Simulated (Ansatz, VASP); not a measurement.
**Tl: VASP beside Ansatz**

The input INCAR:

```
SYSTEM = Tl
PREC = Accurate
ENCUT = 520
EDIFF = 1E-6
ISMEAR = -1
SIGMA = 0.05
LREAL = .FALSE.
LASPH = .TRUE.
NELM = 80
ALGO = Normal
ISIF = 2
LWAVE = .FALSE.
LCHARG = .TRUE.
LELF = .TRUE.
LVHAR = .TRUE.
NBANDS = 12
```

File KPOINTS:

```
regular mesh
0
G
  13 13 13
  0 0 0
```

File POSCAR:

```
Tl
1.0
   -1.9013766370      1.9013766370      1.9013766370
    1.9013766370     -1.9013766370      1.9013766370
    1.9013766370      1.9013766370     -1.9013766370
Tl
1
Direct
    0.0000000000      0.0000000000      0.0000000000
```

Input for Ansatz:

```yaml
crystal:
  lattice:
    - [-1.901376637, 1.901376637, 1.901376637]
    - [1.901376637, -1.901376637, 1.901376637]
    - [1.901376637, 1.901376637, -1.901376637]
  atoms:
    - { symbol: Tl, position: [0.0, 0.0, 0.0] }
kpoints:
  mp_grid: { grid: [13, 13, 13] }
  band_path:
    path:
      - [0.0, 0.0, 0.0]
      - [0.5, -0.5, 0.5]
      - [0.0, 0.0, 0.5]
      - [0.0, 0.0, 0.0]
      - [0.25, 0.25, 0.25]
      - [0.5, -0.5, 0.5]
      - [0.25, 0.25, 0.25]
      - [0.0, 0.0, 0.5]
    npoints: 5
scf:
  occupations: { method: fermi_dirac, width: 0.05 }
hamiltonian:
  xc: lda
  pseudopotentials: { kind: all_electron, lapw: { basis_error: 0.00025 } }
output:
  forces: true
  stress: true
  eigenvalues: true
```

Change from the starting cell: volume scaled by 0.94.

Alike in both runs: task single point; functional LDA; k mesh 13 × 13 × 13; occupations fermi-dirac, width 0.05 eV; no spin polarisation.

|  | VASP | Ansatz |
| --- | --- | --- |
| version | VASP 6.6.1 | Ansatz 0.2.0 |
| potentials or method | VASP PAW LDA potentials, release 64 (Tl_d), cutoff 520 eV | all-electron LAPW, scalar-relativistic |

```csv
,VASP,Ansatz,Ansatz less VASP
pressure (GPa),-0.3,-0.3,-0.07
```

LDA's correlation is that of Perdew and Zunger in VASP and of Perdew and Wang (1992) in Ansatz. Ansatz ran all-electron here, and VASP with PAW potentials.

Neither program's run includes spin-orbit coupling.
